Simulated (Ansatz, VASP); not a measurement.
NaF in VASP and in Ansatz

The input INCAR:

```
SYSTEM = NaF
ALGO = Normal
EDIFF = 1E-7
ENCUT = 520
ISIF = 2
ISMEAR = 0
LASPH = .TRUE.
LCHARG = .TRUE.
LELF = .TRUE.
LREAL = .FALSE.
LVHAR = .TRUE.
LWAVE = .FALSE.
NBANDS = 14
NELM = 60
PREC = Accurate
SIGMA = 0.05
```

File KPOINTS:

```
k-points
0
G
  4 4 4
  0 0 0
```

Contents of POSCAR:

```
NaF
1.0
    0.0000000000      2.3233000000      2.3233000000
    2.3233000000      0.0000000000      2.3233000000
    2.3233000000      2.3233000000      0.0000000000
Na F
1 1
Direct
    0.0000000000      0.0000000000      0.0000000000
    0.4569577756      0.4569577756      0.5126067757
```

Input for Ansatz:

```yaml
crystal:
  lattice:
    - [0.0, 2.3233, 2.3233]
    - [2.3233, 0.0, 2.3233]
    - [2.3233, 2.3233, 0.0]
  atoms:
    - { symbol: Na, position: [0.0, 0.0, 0.0] }
    - { symbol: F, position: [0.4569577756, 0.4569577756, 0.5126067757] }
basis:
  ecutwfc: 420
kpoints:
  mp_grid: { grid: [4, 4, 4] }
hamiltonian:
  xc: lda
scf:
  occupations: { method: gaussian, width: 0.05 }
output:
  forces: true
  stress: true
  eigenvalues: true
```

Alike in both runs: task single point; functional LDA; k mesh 4 × 4 × 4; occupations gaussian, width 0.05 eV; no spin polarisation.

```csv
,VASP,Ansatz
version,VASP 6.6.1,Ansatz 0.2.0
potentials or method,"VASP PAW LDA potentials, release 64 (Na_pv, F), cutoff 520 eV","scalar-relativistic, plane waves, PAW"
valence electrons in the cell,14,16
```

Ansatz gave:

```
gap on the k mesh at the Fermi level (eV)                     : 5.93
least direct gap on the mesh (eV)                             : 5.93
pressure (GPa)                                                : -3.2
traceless stress, the component that is largest in VASP (GPa) : 2.45
rms of the force components (eV/Å)                            : 0.278
```

**Question.** Estimate VASP's values.

**Answer.** gap on the k mesh at the Fermi level (eV): 5.91; least direct gap on the mesh (eV): 5.91; pressure (GPa): -3.2; traceless stress, the component that is largest in VASP (GPa): 2.52; rms of the force components (eV/Å): 0.286.

LDA's correlation is that of Perdew and Zunger in VASP and of Perdew and Wang (1992) in Ansatz. Atom by atom the forces differ by 0.009 eV/Å (rms over components). VASP's potentials hold 14 valence electrons a cell and Ansatz's 16, so a difference there can come from the potentials and not from the codes.

The k mesh is coarse, so the values compare programs but aren't converged.
